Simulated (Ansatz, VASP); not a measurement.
This is a calculation of Ca for Ansatz 0.2.0.

File input.yaml:

```yaml
crystal:
  lattice:
    - [0.0, 2.7564359112, 2.7564359112]
    - [2.7564359112, 0.0, 2.7564359112]
    - [2.7564359112, 2.7564359112, 0.0]
  atoms:
    - { symbol: Ca, position: [0.0, 0.0, 0.0] }
kpoints:
  mp_grid: { grid: [8, 8, 8] }
scf:
  occupations: { method: tetrahedron }
hamiltonian:
  xc: pbe
  dispersion: d4
  pseudopotentials:
    kind: all_electron
    lapw: { basis_error: 0.001 }
    nuclear_model: point
output:
  forces: true
  stress: true
  eigenvalues: true
```

Potentials or basis: all-electron LAPW, point nuclei.

Launch:

```bash
$ ansatz run input.yaml --threads 1 --pin off --max-ram 2560MiB --backend cpu --events-out ev --progress --plain --runs-dir out
```

Task: Set up the same calculation for VASP 6.6.1. Potentials there: VASP PAW PBE potentials, release 64 (Ca_sv).

Result: As run (the cutoff follows the program's own potentials):

The input INCAR:

```
  PREC = Accurate
  ENCUT = 520
  EDIFF = 1E-6
  ISMEAR = -5
  SIGMA = 0.05
  LREAL = F
  LASPH = T
  NELM = 100
  ALGO = Normal
  ISIF = 2
  LWAVE = F
  LCHARG = F
  GGA = PE
  IVDW = 13
  NBANDS = 11
```

Contents of KPOINTS:

```
regular mesh
0
Gamma
  8 8 8
```

File POSCAR:

```
Ca
1.0
    0.0000000000      2.7564359112      2.7564359112
    2.7564359112      0.0000000000      2.7564359112
    2.7564359112      2.7564359112      0.0000000000
Ca
1
Direct
    0.0000000000      0.0000000000      0.0000000000
```

Potentials or basis: VASP PAW PBE potentials, release 64 (Ca_sv).

The run is started by

```sh
$ cat potpaw_PBE.64/Ca_sv/POTCAR > POTCAR
$ mpirun -np 1 vasp_std > vasp.out
```

Both were run:

|  | VASP | Ansatz | Ansatz less VASP |
| --- | --- | --- | --- |
| gap on the k mesh at the Fermi level (eV) | none | none | - |
| pressure (GPa) | -0.7 | -0.7 | 0.00 |

A gap of «none» marks a metal or a gap that the smearing closes. Ansatz ran all-electron here, and VASP with PAW potentials.
